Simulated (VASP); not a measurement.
Wanted: the native input for a VASP 6.6.1 run.

```yaml
Task: relaxation of cell and atoms
Functional: BLYP
Dispersion: D4
Potentials_or_basis: VASP PAW PBE potentials, release 64 (Ti_sv)
Cutoff: 600 eV
k_mesh: 11 × 11 × 11
Occupations: fermi-dirac, width 0.05 eV
Spin: no spin polarisation
Dipole_correction: no
Further_INCAR_settings: ALGO = Normal; EDIFF = 1e-06; IBRION = 2; EDIFFG = -0.01; NSW = 60; ISIF = 3
```

The structure of Ti lies in POSCAR:

```
Ti
1.0
   -1.6410000000      1.6410000000      1.6410000000
    1.6410000000     -1.6410000000      1.6410000000
    1.6410000000      1.6410000000     -1.6410000000
Ti
1
Direct
    0.0000000000      0.0000000000      0.0000000000
```

These files were run (other wordings do the same):

INCAR

```
  AGGAC = 1.0
  AGGAX = 1.0
  ALDAC = 0.0
  ALDAX = 1.0
  ALGO = Normal
  EDIFF = 1E-6
  EDIFFG = -0.01
  ENCUT = 600
  GGA = B5
  IBRION = 2
  ISIF = 3
  ISMEAR = -1
  IVDW = 13
  LASPH = T
  LCHARG = F
  LREAL = F
  LWAVE = F
  NELM = 100
  NSW = 60
  PREC = Accurate
  SIGMA = 0.05
  VDW_A1 = 0.44488865
  VDW_A2 = 4.0933009
  VDW_S6 = 1.0
  VDW_S8 = 2.34076671
```

KPOINTS

```
k-points
0
Gamma
  11 11 11
```

Potentials or basis: VASP PAW PBE potentials, release 64 (Ti_sv).

Command:

```console
$ cat potpaw_PBE.64/Ti_sv/POTCAR > POTCAR
$ mpirun -np 1 vasp_std > vasp.out
```

Results of the run:

```
Relaxed volume                         : 17.02 Å³/atom
Relaxed cell                           : a = 2.806 Å, b = 2.806 Å, c = 2.806 Å, α = 109.47°, β = 109.47°, γ = 109.47°
Space group after relaxing (to 0.05 Å) : Im-3m (No. 229)
Energy gained by relaxing              : 8.0 meV/atom
Ionic steps                            : 3
Pressure after relaxing                : 0.0 GPa
Band gap on the k mesh                 : zero (band 6 reaches 9.73 eV, above the bottom of band 7 at 8.15 eV)
Dispersion energy per atom             : -0.383 eV
```

Caveat: the PAW data sets were made with another functional, which shifts forces and pressure a little; pairwise dispersion overbinds metals, which lowers pressure and volume.

Wall time 120 s on 1 thread of AMD EPYC 7R13 (shared host), peak memory 0.12 GiB.
